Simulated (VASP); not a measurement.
# Ho4S in VASP: further runs, part 2 of 2

VASP 6.6.1.

### 3 Single point, PBE

This run uses another cell than the first one, of 28.30 Å³/atom.

INCAR reads:

```
SYSTEM = Ho4S
ALGO = Normal
EDIFF = 1E-6
ENCUT = 500
GGA = PE
GGA_COMPAT = .False.
ISIF = 2
ISMEAR = 0
LASPH = .True.
LCHARG = .False.
LMAXMIX = 6
LREAL = .False.
LWAVE = .False.
NBANDS = 29
NELM = 200
PREC = Accurate
SIGMA = 0.2
```

KPOINTS reads:

```
k-points
0
Gamma
  3 3 4
  0 0 0
```

POSCAR reads:

```
Ho4S
1.0
    6.5303280983      0.0000000000      0.0000000000
    0.0000000000      6.5303280983      0.0000000000
    0.0000000000      0.0000000000      3.3177327425
Ho S
4 1
Direct
    0.7508082985      0.7508082985      0.5000000000
    0.2491917015      0.2491917015      0.5000000000
    0.7508082985      0.2491917015      0.5000000000
    0.2491917015      0.7508082985      0.5000000000
    0.0000000000      0.0000000000      0.0000000000
```

Potentials or basis: VASP PAW PBE potentials, release 64 (Ho_3, S), 4f in core.

The run is started by

```bash
cat potpaw_PBE.64/Ho_3/POTCAR potpaw_PBE.64/S/POTCAR > POTCAR
mpirun -np 1 vasp_std > vasp.out
```

OUTCAR:

```text
SYSTEM = Ho4S
   EDIFF = 1E-6
   ENCUT = 500
   GGA = PE
   ISIF = 2
   ISMEAR = 0
   LASPH = .True.
   LREAL = .False.
   NELM = 200
   PREC = Accurate

 ion  position               nearest neighbor table
   1  0.751  0.751  0.500-   5 2.84   5 2.84   3 3.25   4 3.25   3 3.28   4 3.28
   2  0.249  0.249  0.500-   5 2.84   5 2.84   3 3.25   4 3.25   3 3.28   4 3.28
   3  0.751  0.249  0.500-   5 2.84   5 2.84   1 3.25   2 3.25   1 3.28   2 3.28
   4  0.249  0.751  0.500-   5 2.84   5 2.84   1 3.25   2 3.25   1 3.28   2 3.28
   5  0.000  0.000  0.000-   1 2.84   2 2.84   3 2.84   4 2.84   1 2.84   2 2.84   3 2.84   4 2.84

  LATTYP: Found a simple tetragonal cell.
 ALAT       =     6.5303280983
 C/A-ratio  =     0.5080499314

  Lattice vectors:

 A1 = (   6.5303280983,   0.0000000000,   0.0000000000)
 A2 = (   0.0000000000,   6.5303280983,   0.0000000000)
 A3 = (   0.0000000000,   0.0000000000,   3.3177327425)

Analysis of symmetry for initial positions (statically):
=====================================================================
 Subroutine PRICEL returns:
 Original cell was already a primitive cell.

 Routine SETGRP: Setting up the symmetry group for a
 simple tetragonal supercell.

 Subroutine GETGRP returns: Found 16 space group operations
 (whereof 16 operations were pure point group operations)
 out of a pool of 16 trial point group operations.

The static configuration has the point symmetry D_4h.

Analysis of symmetry for dynamics (positions and initial velocities):
=====================================================================
 Subroutine PRICEL returns:
 Original cell was already a primitive cell.

 Routine SETGRP: Setting up the symmetry group for a
 simple tetragonal supercell.

 Subroutine GETGRP returns: Found 16 space group operations
[... 109 lines left out ...]
   EFERMI_NEDOS =   21; number of points for ismear=-14 and -15
   IALGO  =     38    algorithm
   IMIX   =      4    mixing-type and parameters
     AMIX     =   0.40;   BMIX     =  1.00
     AMIX_MAG =   1.60;   BMIX_MAG =  1.00
  volume/ion in A,a.u.               =      28.30       190.96
  Fermi-wavevector in a.u.,A,eV,Ry     =   1.092079  2.063730 16.226811  1.192637
  Thomas-Fermi vector in A             =   2.228337
   LORBIT       =      0    0 simple, 1 ext, 2 COOP (PROOUT), +10 PAW based schemes
   GGA     = PE    functional components
   LHFCALC =     F    Hartree Fock is set to
   AEXX    =    0.0000 exact exchange contribution
   IVDW    =     0    specifies the selected vdW correction
   LEPSILON=     F    determine dielectric tensor
   LRPA    =     F    only Hartree local field effects (RPA)
 non-spin polarized calculation
 Gauss-broadening in eV      SIGMA  =   0.20
  energy-cutoff  :      500.00
  volume of cell :      141.49
 maximum number of plane-waves:      3624
 NGX is ok and might be reduce to    48
   NGX = 23   NGY = 23   NGZ = 13

 number of electron      42.0000003 magnetization

 Free energy of the ion-electron system (eV)
  ---------------------------------------------------
  ext. energy  EPLUGINS =         0.00000000
  ---------------------------------------------------
  free energy    TOTEN  =       -23.24733587 eV

  energy without entropy =      -23.10246797  energy(sigma->0) =      -23.17490192

 E-fermi :   3.6656     XC(G=0):  -9.8562

 val. band max:        3.6609263486   @ k =   0.3333   0.0000   0.2500
 cond. band min:       3.6765246273   @ k =   0.0000   0.0000   0.5000
 fundamental gap:      0.0155982787
 Fermi energy:         3.6655817708

 k-point     1 :       0.0000    0.0000    0.0000
  band No.  band energies     occupation
      1     -21.1554      2.00000
      2     -20.9747      2.00000
      3     -20.9464      2.00000
      4     -20.9464      2.00000
      5     -20.4576      2.00000
      6     -20.3894      2.00000
[... 277 lines left out ...]
     28       5.9158      0.00000
     29       6.7155      0.00000

------------------------ aborting loop because EDIFF is reached ----------------------------------------

  FORCE on cell =-STRESS in cart. coord.  units (eV):
  Direction    XX          YY          ZZ          XY          YZ          ZX
  --------------------------------------------------------------------------------------
  -------------------------------------------------------------------------------------
  Total        0.2989593      0.2989593      0.2699255      0.0000000     -0.0000000      0.0000000
  in kB        3.3854104      3.3854104      3.0566316      0.0000000     -0.0000000      0.0000000
  external PRESSURE =       3.2758175 kB  Pullay stress =       0.0000000 kB

 VOLUME and BASIS-vectors are now :
 -----------------------------------------------------------------------------
  energy-cutoff  :      500.00
  volume of cell :      141.49
      direct lattice vectors                 reciprocal lattice vectors
     6.530328098  0.000000000  0.000000000     0.153131663  0.000000000  0.000000000
     0.000000000  6.530328098  0.000000000     0.000000000  0.153131663  0.000000000
     0.000000000  0.000000000  3.317732743     0.000000000  0.000000000  0.301410655

 POSITION                                       TOTAL-FORCE (eV/Angst)
 -----------------------------------------------------------------------------------
      4.90302      4.90302      1.65887        -0.032221     -0.032221      0.000000
      1.62730      1.62730      1.65887         0.032221      0.032221      0.000000
      4.90302      1.62730      1.65887        -0.032221      0.032221     -0.000000
      1.62730      4.90302      1.65887         0.032221     -0.032221      0.000000
      0.00000      0.00000      0.00000        -0.000000      0.000000      0.000000
 -----------------------------------------------------------------------------------
    total drift:                               -0.000000      0.000000     -0.000000

  FREE ENERGIE OF THE ION-ELECTRON SYSTEM (eV)
  ---------------------------------------------------
  free  energy   TOTEN  =       -23.2473358706 eV

  energy  without entropy=      -23.1024679729  energy(sigma->0) =      -23.17490192
```

Run time: 39 s. Hardware: 1 thread of Intel Xeon Platinum 8175M at 2.50GHz (Skylake/Cascade Lake), shared host; peak memory 0.23 GiB.

Results:

```yaml
Free_energy: -23.2473 eV
Pressure: 0.3 GPa
Largest_force: 0.046 eV/Å
Band_gap_on_the_k_mesh: zero (bands 21 and 22 overlap by 0.94 eV)
```

Forces on the atoms (eV/Å):
```
Ho  -0.032 -0.032  0.000
Ho   0.032  0.032  0.000
Ho  -0.032  0.032  0.000
Ho   0.032 -0.032  0.000
S    0.000  0.000  0.000
```

Caveat: the k points lie up to 0.47 Å⁻¹ apart, too coarse for converged energies and pressures of a metal; spin-orbit coupling is left out, which moves the levels of the heavy elements; the 4f electrons are frozen in the core, so they carry no moment and show no levels; the run has no spin polarisation, though such a crystal can be magnetic. With open d or f shells a metallic result of PBE can be an artefact of self-interaction; +U or a hybrid may open a gap.

### 4 Single point, PBE

This run uses another cell than the first one, of 28.28 Å³/atom.

INCAR reads:

```
ALGO = Normal ; EDIFF = 1E-6
ENCUT = 500 ; GGA = PE
GGA_COMPAT = F ; ISIF = 2
ISMEAR = 0 ; LASPH = T
LCHARG = F ; LMAXMIX = 6
LREAL = F ; LWAVE = F
NBANDS = 29 ; NELM = 200
PREC = Accurate ; SIGMA = 0.2
```

KPOINTS reads:

```
k-points
0
Gamma
  3 3 4
```

POSCAR reads:

```
Ho4S
1.0
    6.5242504338      0.0000000000      0.0000000000
    0.0000000000      6.5242504338      0.0000000000
    0.0000000000      0.0000000000      3.3213786577
Ho S
4 1
Direct
    0.7489704147      0.7489704147      0.4898152879
    0.2510295853      0.2510295853      0.4898152879
    0.2510295853      0.7489704147      0.4898152879
    0.7489704147      0.2510295853      0.4898152879
    0.5000000000      0.5000000000     -0.0103237016
```

Potentials or basis: VASP PAW PBE potentials, release 64 (Ho_3, S), 4f in core.

The run is started by

```bash
cat potpaw_PBE.64/Ho_3/POTCAR potpaw_PBE.64/S/POTCAR > POTCAR
mpirun -np 1 vasp_std > vasp.out
```

OUTCAR:

```text
EDIFF = 1E-6
   ENCUT = 500
   GGA = PE
   ISIF = 2
   ISMEAR = 0
   LASPH = T
   LREAL = F
   NELM = 200
   PREC = Accurate

 ion  position               nearest neighbor table
   1  0.749  0.749  0.490-   5 2.83   5 2.83   3 3.25   4 3.25   3 3.28   4 3.28
   2  0.251  0.251  0.490-   5 2.83   5 2.83   3 3.25   4 3.25   3 3.28   4 3.28
   3  0.251  0.749  0.490-   5 2.83   5 2.83   1 3.25   2 3.25   2 3.28   1 3.28
   4  0.749  0.251  0.490-   5 2.83   5 2.83   1 3.25   2 3.25   2 3.28   1 3.28
   5  0.500  0.500  0.990-   1 2.83   2 2.83   3 2.83   4 2.83   1 2.83   2 2.83   3 2.83   4 2.83

  LATTYP: Found a simple tetragonal cell.
 ALAT       =     6.5242504338
 C/A-ratio  =     0.5090820304

  Lattice vectors:

 A1 = (   6.5242504338,   0.0000000000,   0.0000000000)
 A2 = (   0.0000000000,   6.5242504338,   0.0000000000)
 A3 = (   0.0000000000,   0.0000000000,   3.3213786577)

Analysis of symmetry for initial positions (statically):
=====================================================================
 Subroutine PRICEL returns:
 Original cell was already a primitive cell.

 Routine SETGRP: Setting up the symmetry group for a
 simple tetragonal supercell.

 Subroutine GETGRP returns: Found  8 space group operations
 (whereof  8 operations were pure point group operations)
 out of a pool of 16 trial point group operations.

The static configuration has the point symmetry C_4v.

Analysis of symmetry for dynamics (positions and initial velocities):
=====================================================================
 Subroutine PRICEL returns:
 Original cell was already a primitive cell.

 Routine SETGRP: Setting up the symmetry group for a
 simple tetragonal supercell.

 Subroutine GETGRP returns: Found  8 space group operations
[... 110 lines left out ...]
   IALGO  =     38    algorithm
   IMIX   =      4    mixing-type and parameters
     AMIX     =   0.40;   BMIX     =  1.00
     AMIX_MAG =   1.60;   BMIX_MAG =  1.00
  volume/ion in A,a.u.               =      28.28       190.81
  Fermi-wavevector in a.u.,A,eV,Ry     =   1.092357  2.064256 16.235077  1.193244
  Thomas-Fermi vector in A             =   2.228621
   LORBIT       =      0    0 simple, 1 ext, 2 COOP (PROOUT), +10 PAW based schemes
   GGA     = PE    functional components
   LHFCALC =     F    Hartree Fock is set to
   AEXX    =    0.0000 exact exchange contribution
   IVDW    =     0    specifies the selected vdW correction
   LEPSILON=     F    determine dielectric tensor
   LRPA    =     F    only Hartree local field effects (RPA)
 non-spin polarized calculation
 Gauss-broadening in eV      SIGMA  =   0.20
  energy-cutoff  :      500.00
  volume of cell :      141.38
 maximum number of plane-waves:      3624
 NGX is ok and might be reduce to    48
   NGX = 23   NGY = 23   NGZ = 13

 number of electron      42.0000003 magnetization

 Free energy of the ion-electron system (eV)
  ---------------------------------------------------
  ext. energy  EPLUGINS =         0.00000000
  ---------------------------------------------------
  free energy    TOTEN  =       -23.24646559 eV

  energy without entropy =      -23.10126384  energy(sigma->0) =      -23.17386471

 E-fermi :   3.6711     XC(G=0):  -9.8587

 val. band max:        3.6681115648   @ k =   0.3333   0.0000   0.2500
 cond. band min:       3.6734644237   @ k =   0.0000   0.0000   0.5000
 fundamental gap:      0.0053528589
 Fermi energy:         3.6710540591

 k-point     1 :       0.0000    0.0000    0.0000
  band No.  band energies     occupation
      1     -21.1533      2.00000
      2     -20.9699      2.00000
      3     -20.9418      2.00000
      4     -20.9418      2.00000
      5     -20.4550      2.00000
      6     -20.3859      2.00000
[... 277 lines left out ...]
     28       5.9358      0.00000
     29       6.5842      0.00000

------------------------ aborting loop because EDIFF is reached ----------------------------------------

  FORCE on cell =-STRESS in cart. coord.  units (eV):
  Direction    XX          YY          ZZ          XY          YZ          ZX
  --------------------------------------------------------------------------------------
  -------------------------------------------------------------------------------------
  Total        0.3946599      0.3946599      0.2359524      0.0000000      0.0000000      0.0000000
  in kB        4.4725375      4.4725375      2.6739625      0.0000000      0.0000000      0.0000000
  external PRESSURE =       3.8730125 kB  Pullay stress =       0.0000000 kB

 VOLUME and BASIS-vectors are now :
 -----------------------------------------------------------------------------
  energy-cutoff  :      500.00
  volume of cell :      141.38
      direct lattice vectors                 reciprocal lattice vectors
     6.524250434  0.000000000  0.000000000     0.153274313  0.000000000  0.000000000
     0.000000000  6.524250434  0.000000000     0.000000000  0.153274313  0.000000000
     0.000000000  0.000000000  3.321378658     0.000000000  0.000000000  0.301079793

 POSITION                                       TOTAL-FORCE (eV/Angst)
 -----------------------------------------------------------------------------------
      4.88647      4.88647      1.62686         0.051278      0.051278     -0.000713
      1.63778      1.63778      1.62686        -0.051278     -0.051278     -0.000713
      1.63778      4.88647      1.62686        -0.051278      0.051278     -0.000713
      4.88647      1.63778      1.62686         0.051278     -0.051278     -0.000713
      3.26213      3.26213      3.28709        -0.000000      0.000000      0.002854
 -----------------------------------------------------------------------------------
    total drift:                                0.000000     -0.000000      0.000059

  FREE ENERGIE OF THE ION-ELECTRON SYSTEM (eV)
  ---------------------------------------------------
  free  energy   TOTEN  =       -23.2464655872 eV

  energy  without entropy=      -23.1012638419  energy(sigma->0) =      -23.17386471
```

OSZICAR:

```text
N       E                     dE             d eps       ncg     rms          rms(c)
DAV:   1     0.362455749493E+03    0.36246E+03   -0.16922E+04   602   0.131E+03
DAV:   2     0.181376438513E+02   -0.34432E+03   -0.33737E+03   783   0.689E+02
DAV:   3    -0.192983046089E+02   -0.37436E+02   -0.35407E+02   839   0.165E+02
DAV:   4    -0.231258921510E+02   -0.38276E+01   -0.36538E+01   900   0.464E+01
DAV:   5    -0.233374676926E+02   -0.21158E+00   -0.20566E+00   900   0.132E+01    0.327E+01
DAV:   6    -0.232131344099E+02    0.12433E+00   -0.56273E-01   964   0.519E+00    0.198E+01
DAV:   7    -0.232576035400E+02   -0.44469E-01   -0.31570E-01   964   0.409E+00    0.106E+00
DAV:   8    -0.232463546825E+02    0.11249E-01   -0.80193E-02   916   0.141E+00    0.423E-01
DAV:   9    -0.232464641000E+02   -0.10942E-03   -0.61376E-03   860   0.563E-01    0.212E-01
DAV:  10    -0.232464722489E+02   -0.81489E-05   -0.76193E-04   908   0.176E-01    0.708E-02
DAV:  11    -0.232464678611E+02    0.43879E-05   -0.56429E-05   940   0.666E-02    0.206E-02
DAV:  12    -0.232464659270E+02    0.19341E-05   -0.73205E-06   780   0.204E-02    0.349E-03
DAV:  13    -0.232464655872E+02    0.33979E-06   -0.62365E-07   444   0.944E-03
   1 F= -.23246466E+02 E0= -.23173865E+02  d E =-.145202E+00
```

Run time: 33 s. Hardware: 1 thread of Intel Xeon Platinum 8175M at 2.50GHz (Skylake/Cascade Lake), shared host; peak memory 0.23 GiB.

What came out:

- Free energy: -23.2465 eV
- Pressure: 0.4 GPa
- Largest force: 0.073 eV/Å
- Band gap on the k mesh: zero (bands 21 and 22 overlap by 0.94 eV)

Forces on the atoms (eV/Å):
```
Ho   0.051  0.051 -0.001
Ho  -0.051 -0.051 -0.001
Ho  -0.051  0.051 -0.001
Ho   0.051 -0.051 -0.001
S    0.000  0.000  0.003
```

Caveat: the k points lie up to 0.47 Å⁻¹ apart, too coarse for converged energies and pressures of a metal; spin-orbit coupling is left out, which moves the levels of the heavy elements; the 4f electrons are frozen in the core, so they carry no moment and show no levels; the run has no spin polarisation, though such a crystal can be magnetic. Spin polarisation is off, so any magnetic state and its effect on volume and gap are missing.

### 5 Overview

```tsv
cell	k mesh	gap on the mesh (eV)	pressure (GPa)	largest force (eV/Å)
a = 6.526, b = 6.526, c = 3.270 Å, 5 atoms, atomic positions A	3 × 3 × 3	none	0.5	0.03
a = 6.530, b = 6.530, c = 3.318 Å, 5 atoms, atomic positions B	3 × 3 × 4	none	0.3	0.05
a = 6.524, b = 6.524, c = 3.321 Å, 5 atoms, atomic positions C	3 × 3 × 4	none	0.4	0.07
```

Alike in all rows: task single point; level PBE; potentials or basis VASP PAW PBE potentials, release 64 (Ho_3, S), 4f in core; no spin polarisation; cutoff (eV) 500; smearing gaussian 0.2 eV.

Caveats: all runs use coarse meshes; spin-orbit coupling is left out, which moves the levels of the heavy elements; the 4f electrons are frozen in the core, so they carry no moment and show no levels; the run has no spin polarisation, though such a crystal can be magnetic.

Absolute energies hang on the potentials; compare differences alone.

The gap in the log of VASP goes by the Fermi energy; the results here count the filled bands.